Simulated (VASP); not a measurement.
# Pd in VASP: single point with PBE

Aim: the single point of Pd with PBE.

All numbers are computed with VASP 6.6.1; they aren't measurements. Logs are shortened: lines on timing, memory, paths and dates and some standing lists are left out, and cuts for length are marked.

### Step 1. The cell of the first run

The cell holds a slab with vacuum, 5 atoms: a = 2.789 Å, b = 2.789 Å, c = 23.888 Å, α = 90.00°, β = 90.00°, γ = 90.00°.

### Step 2. Single point, PBE

Input file POSCAR:

```
Pd
1.0
    2.7888697457      0.0000000000      0.0000000000
    0.0000000000      2.7888697457      0.0000000000
    0.0000000000      0.0000000000     23.8881000000
Pd
5
Direct
    0.0000000000      0.0000000000      0.3348944699
    0.5000000000      0.5000000000      0.4174472347
    0.0000000000      0.0000000000      0.5000000000
    0.5000000000      0.5000000000      0.5825527653
    0.0000000000      0.0000000000      0.6651055301
```

Input file INCAR.step1:

```
PREC     = Accurate       # precision mode
ENCUT    = 520            # plane-wave cutoff, eV
EDIFF    = 1E-7           # SCF threshold, eV
ISMEAR   = -1             # smearing method
SIGMA    = 0.05           # smearing width, eV
LREAL    = F              # projectors in reciprocal space
LASPH    = T              # aspherical terms in the spheres
NELM     = 80             # most SCF steps
ALGO     = Normal         # electronic algorithm
ISIF     = 2              # what is computed and relaxed
LWAVE    = F              # write WAVECAR
LCHARG   = T              # write CHGCAR
LMAXMIX  = 4              # l up to which the mixer works
LDIPOL   = T            
IDIPOL   = 3            
DIPOL    = 0.5 0.5 0.500
GGA      = PE             # functional
NBANDS   = 33             # bands
```

Input file KPOINTS.step1:

```
Automatic mesh
0
Gamma
  12 12 1
```

Input file INCAR.step2:

```
PREC     = Accurate       # precision mode
ENCUT    = 520            # plane-wave cutoff, eV
EDIFF    = 1E-7           # SCF threshold, eV
ISMEAR   = -5             # smearing method
SIGMA    = 0.05           # smearing width, eV
LREAL    = F              # projectors in reciprocal space
LASPH    = T              # aspherical terms in the spheres
NELM     = 80             # most SCF steps
ALGO     = Normal         # electronic algorithm
ISIF     = 2              # what is computed and relaxed
LWAVE    = F              # write WAVECAR
LCHARG   = F              # write CHGCAR
LMAXMIX  = 4              # l up to which the mixer works
LDIPOL   = T            
IDIPOL   = 3            
DIPOL    = 0.5 0.5 0.500
GGA      = PE             # functional
LORBIT   = 11             # projections on sites
NEDOS    = 2001           # points of the DOS
ICHARG   = 11             # starting density
```

Input file KPOINTS.step2:

```
Automatic mesh
0
Gamma
  18 18 1
```

Potentials or basis: VASP PAW PBE potentials, release 64 (Pd).

Started as:

```sh
$ cat potpaw_PBE.64/Pd/POTCAR > POTCAR
$ cp INCAR.step1 INCAR
$ cp KPOINTS.step1 KPOINTS
$ mpirun -np 1 vasp_std > vasp.out
$ cp INCAR.step2 INCAR
$ cp KPOINTS.step2 KPOINTS
$ mpirun -np 1 vasp_std > vasp.out
```

OUTCAR:

```text
PREC = Accurate
   ENCUT = 520
   EDIFF = 1E-7
   ISMEAR = -5
   LREAL = F
   LASPH = T
   NELM = 80
   ISIF = 2
   GGA = PE
   LORBIT = 11
   ICHARG = 11

 ion  position               nearest neighbor table
   1  0.000  0.000  0.335-   2 2.79   2 2.79   2 2.79   2 2.79
   2  0.500  0.500  0.417-   1 2.79   1 2.79   1 2.79   1 2.79   3 2.79   3 2.79   3 2.79   3 2.79

   3  0.000  0.000  0.500-   2 2.79   4 2.79   2 2.79   4 2.79   2 2.79   4 2.79   2 2.79   4 2.79

   4  0.500  0.500  0.583-   5 2.79   5 2.79   5 2.79   5 2.79   3 2.79   3 2.79   3 2.79   3 2.79

   5  0.000  0.000  0.665-   4 2.79   4 2.79   4 2.79   4 2.79

  LATTYP: Found a simple tetragonal cell.
 ALAT       =     2.7888697457
 C/A-ratio  =     8.5655129777

  Lattice vectors:

 A1 = (   2.7888697457,   0.0000000000,   0.0000000000)
 A2 = (   0.0000000000,   2.7888697457,   0.0000000000)
 A3 = (   0.0000000000,   0.0000000000,  23.8881000000)

Analysis of symmetry for initial positions (statically):
=====================================================================
 Subroutine PRICEL returns:
 Original cell was already a primitive cell.

 Routine SETGRP: Setting up the symmetry group for a
 simple tetragonal supercell.

 Subroutine GETGRP returns: Found 16 space group operations
 (whereof 16 operations were pure point group operations)
 out of a pool of 16 trial point group operations.

The static configuration has the point symmetry D_4h.

Analysis of symmetry for dynamics (positions and initial velocities):
=====================================================================
 Subroutine PRICEL returns:
 Original cell was already a primitive cell.

 Routine SETGRP: Setting up the symmetry group for a
 simple tetragonal supercell.

 Subroutine GETGRP returns: Found 16 space group operations
 (whereof 16 operations were pure point group operations)
 out of a pool of 16 trial point group operations.

The dynamic configuration has the point symmetry D_4h.

 Subroutine INISYM returns: Found 16 space group operations
 (whereof 16 operations are pure point group operations),
 and found     1 'primitive' translations

----------------------------------------------------------------------------------------

                                     Primitive cell

  volume of cell :     185.7967

  direct lattice vectors                    reciprocal lattice vectors
     2.788869746  0.000000000  0.000000000     0.358568198  0.000000000  0.000000000
     0.000000000  2.788869746  0.000000000     0.000000000  0.358568198  0.000000000
     0.000000000  0.000000000 23.888100000     0.000000000  0.000000000  0.041861848

  length of vectors
     2.788869746  2.788869746 23.888100000     0.358568198  0.358568198  0.041861848

  position of ions in fractional coordinates (direct lattice)
     0.000000000  0.000000000  0.334894470
     0.500000000  0.500000000  0.417447235
     0.000000000  0.000000000  0.500000000
     0.500000000  0.500000000  0.582552765
     0.000000000  0.000000000  0.665105530

  ion indices of the primitive-cell ions
   primitive index   ion index
                 1           1
                 2           2
                 3           3
                 4           4
                 5           5

----------------------------------------------------------------------------------------

 KPOINTS: Automatic mesh

Automatic generation of k-mesh.
 Grid dimensions read from file:
 generate k-points for:   18   18    1

 Generating k-lattice:

  Cartesian coordinates                     Fractional coordinates (reciprocal lattice)
     0.019920455  0.000000000  0.000000000     0.055555556  0.000000000  0.000000000
     0.000000000  0.019920455  0.000000000     0.000000000  0.055555556  0.000000000
     0.000000000  0.000000000  0.041861848     0.000000000  0.000000000  1.000000000

  Length of vectors
     0.019920455  0.019920455  0.041861848

  Shift w.r.t. Gamma in fractional coordinates (k-lattice)
     0.000000000  0.000000000  0.000000000

 TETIRR: Found    495 inequivalent tetrahedra from     1944

 Subroutine IBZKPT returns following result:
 ===========================================

 Found     55 irreducible k-points:

 Following reciprocal coordinates:
            Coordinates               Weight
  0.000000  0.000000  0.000000      1.000000
  0.055556  0.000000  0.000000      4.000000
  0.111111  0.000000  0.000000      4.000000
  0.166667  0.000000  0.000000      4.000000
  0.222222  0.000000  0.000000      4.000000
  0.277778  0.000000  0.000000      4.000000
[... 16 lines left out ...]
  0.277778  0.111111  0.000000      8.000000
  0.333333  0.111111  0.000000      8.000000
 [... further k-points ...]
   k-points           NKPTS =     55   k-points in BZ     NKDIM =     55   number of bands    NBANDS=     30
   number of dos      NEDOS =   2001   number of ions     NIONS =      5
   total plane-waves  NPLWV = 103680
   dimension x,y,z NGX =    24 NGY =   24 NGZ =  180
   dimension x,y,z NGXF=    48 NGYF=   48 NGZF=  360
   ions per type =               5
   NGX,Y,Z   is equivalent  to a cutoff of  14.31, 14.31, 12.53 a.u.
   NGXF,Y,Z  is equivalent  to a cutoff of  28.61, 28.61, 25.05 a.u.
 SYSTEM =  unknown system
   PREC   = accura    normal or accurate (medium, high low for compatibility)
   ISTART =      0    job   : 0-new  1-cont  2-samecut
   ICHARG =     11    charge: 1-file 2-atom 10-const
   ISPIN  =      1    spin polarized calculation?
   LNONCOLLINEAR =      F non collinear calculations
   LSORBIT =      F    spin-orbit coupling
   LASPH  =      T    aspherical Exc in radial PAW
   ENCUT  =  520.0 eV  38.22 Ry    6.18 a.u.   5.19  5.19 44.42*2*pi/ulx,y,z
   NELM   =     80;   NELMIN=  2; NELMDL=  0     # of ELM steps
   EDIFF  = 0.1E-06   stopping-criterion for ELM
   LREAL  =      F    real-space projection
   EDIFFG = 0.1E-05   stopping-criterion for IOM
   NSW    =      0    number of steps for IOM
   IBRION =     -1    ionic relax: 0-MD 1-quasi-New 2-CG
   NFREE  =      0    steps in history (QN), initial steepest desc. (CG)
   ISIF   =      2    stress and relaxation
   ISYM   =      2    0-nonsym 1-usesym 2-fastsym
   POTIM  = 0.5000    time-step for ionic-motion
   TEBEG  =    0.0;   TEEND  =   0.0 temperature during run
   PSTRESS=    0.0 pullay stress
   NELECT =      50.0000    total number of electrons
   NUPDOWN=      -1.0000    fix difference up-down
   EMIN   =  10.00;   EMAX   =-10.00  energy-range for DOS
   EFERMI =   0.00;   METHOD = LEGACY
   ISMEAR =    -5;   SIGMA  =   0.05  broadening in eV -4-tet -1-fermi 0-gaus
   EFERMI_NEDOS =   21; number of points for ismear=-14 and -15
   IALGO  =     38    algorithm
   IMIX   =      4    mixing-type and parameters
     AMIX     =   0.40;   BMIX     =  1.00
     AMIX_MAG =   1.60;   BMIX_MAG =  1.00
  volume/ion in A,a.u.               =      37.16       250.76
  Fermi-wavevector in a.u.,A,eV,Ry     =   1.056944  1.997335 15.199496  1.117131
  Thomas-Fermi vector in A             =   2.192199
   LORBIT       =     11    0 simple, 1 ext, 2 COOP (PROOUT), +10 PAW based schemes
   GGA     = PE    functional components
   LHFCALC =     F    Hartree Fock is set to
   AEXX    =    0.0000 exact exchange contribution
   IVDW    =     0    specifies the selected vdW correction
   LEPSILON=     F    determine dielectric tensor
   LRPA    =     F    only Hartree local field effects (RPA)
 non-spin polarized calculation
 Fermi weights with tetrahedron method with Bloechl corrections
  energy-cutoff  :      520.00
  volume of cell :      185.80
 maximum number of plane-waves:      5045
 NGX is ok and might be reduce to    24

 number of electron      50.0000018 magnetization

 dipolmoment           0.000000      0.000000      0.000000 electrons x Angstroem

 Free energy of the ion-electron system (eV)
  ---------------------------------------------------
  ext. energy  EPLUGINS =         0.00000000
  ---------------------------------------------------
  free energy    TOTEN  =       -24.60343763 eV

  energy without entropy =      -24.60343763  energy(sigma->0) =      -24.60343763

 E-fermi :   0.7702     XC(G=0):  -6.0968

 val. band max:        0.7759824420   @ k =   0.0000   0.0000   0.0000
 cond. band min:       0.7591036847   @ k =   0.1667   0.0556   0.0000
 fundamental gap:     -0.0168787574
 Fermi energy:         0.7702031372

 k-point     1 :       0.0000    0.0000    0.0000
  band No.  band energies     occupation
      1      -5.6370      2.00000
      2      -4.5777      2.00000
      3      -4.0960      2.00000
      4      -3.8422      2.00000
      5      -3.4950      2.00000
      6      -3.4637      2.00000
[... 22 lines left out ...]
     29       0.9236      0.00000
     30       2.3709      0.00000

 k-point     2 :       0.0556    0.0000    0.0000
  band No.  band energies     occupation
      1      -5.5673      2.00000
      2      -4.5171      2.00000
      3      -4.0494      2.00000
      4      -3.8021      2.00000
      5      -3.4485      2.00000
      6      -3.4111      2.00000
[... 22 lines left out ...]
     29       0.9374      0.00000
     30       2.5553      0.00000

 k-point     3 :       0.1111    0.0000    0.0000
  band No.  band energies     occupation
      1      -5.3646      2.00000
      2      -4.3514      2.00000
      3      -3.9334      2.00000
      4      -3.6671      2.00000
      5      -3.3677      2.00000
      6      -3.2969      2.00000
[... 682 lines left out ...]
     29       3.1980      0.00000
     30       5.1575      0.00000

 k-point    24 :       0.3333    0.1111    0.0000
  band No.  band energies     occupation
      1      -3.7888      2.00000
      2      -3.6530      2.00000
      3      -3.2874      2.00000
      4      -2.9487      2.00000
      5      -2.8942      2.00000
      6      -2.4855      2.00000
[... 22 lines left out ...]
     29       3.7247      0.00000
     30       5.7063      0.00000

 [... further k-points ...]

------------------------ aborting loop because EDIFF is reached ----------------------------------------

 vacuum level on the upper side and lower side of the slab       (xc-potential included)        -0.068        -0.068

  FORCE on cell =-STRESS in cart. coord.  units (eV):
  Direction    XX          YY          ZZ          XY          YZ          ZX
  --------------------------------------------------------------------------------------
  -------------------------------------------------------------------------------------
  Total       -1.8763197     -1.8763197     -0.1546481      0.0000000      0.0000000      0.0000000
  in kB      -16.1800308    -16.1800308     -1.3335743      0.0000000      0.0000000      0.0000000
  external PRESSURE =     -11.2312120 kB  Pullay stress =       0.0000000 kB

 VOLUME and BASIS-vectors are now :
 -----------------------------------------------------------------------------
  energy-cutoff  :      520.00
  volume of cell :      185.80
      direct lattice vectors                 reciprocal lattice vectors
     2.788869746  0.000000000  0.000000000     0.358568198  0.000000000  0.000000000
     0.000000000  2.788869746  0.000000000     0.000000000  0.358568198  0.000000000
     0.000000000  0.000000000 23.888100000     0.000000000  0.000000000  0.041861848

 POSITION                                       TOTAL-FORCE (eV/Angst)
 -----------------------------------------------------------------------------------
      0.00000      0.00000      7.99999        -0.000000      0.000000      0.175980
      1.39443      1.39443      9.97202         0.000000      0.000000     -0.067255
      0.00000      0.00000     11.94405         0.000000      0.000000      0.000000
      1.39443      1.39443     13.91608         0.000000      0.000000      0.067255
      0.00000      0.00000     15.88811         0.000000     -0.000000     -0.175980
 -----------------------------------------------------------------------------------
    total drift:                                0.000000     -0.000000      0.000000

  FREE ENERGIE OF THE ION-ELECTRON SYSTEM (eV)
  ---------------------------------------------------
  free  energy   TOTEN  =       -24.6034376255 eV

  energy  without entropy=      -24.6034376255  energy(sigma->0) =      -24.60343763

 vacuum level on the upper side and lower side of the slab         5.811         5.811

 total charge

# of ion       s       p       d       tot
------------------------------------------
    1        0.423   0.277   8.509   9.210
    2        0.462   0.434   8.450   9.347
    3        0.471   0.437   8.471   9.379
    4        0.462   0.434   8.450   9.347
    5        0.423   0.277   8.509   9.210
--------------------------------------------------
tot          2.242   1.861  42.389  46.492
```

Wall time 11 min (1 thread of Intel Xeon 8259CL, shared host); peak memory 0.43 GiB.

What came out:

```
Valence electrons inside the program's atomic spheres : Pd 9.21, 9.35, 9.38 (each value once)
```

Levels at points of the mesh, in eV from the Fermi level:
```
           k point  band 22  band 23  band 24  band 25  band 26  band 27  band 28  band 29
(0.00, 0.00, 0.00)    -0.41    -0.29    -0.29    -0.21    -0.07     0.01     0.15     0.15
(0.50, 0.00, 0.00)    -0.29    -0.16    -0.15    -0.03     1.55     1.87     2.19     2.23
(0.50, 0.50, 0.00)     0.31     0.31     0.62     0.62     4.18     4.18     5.99     5.99
```
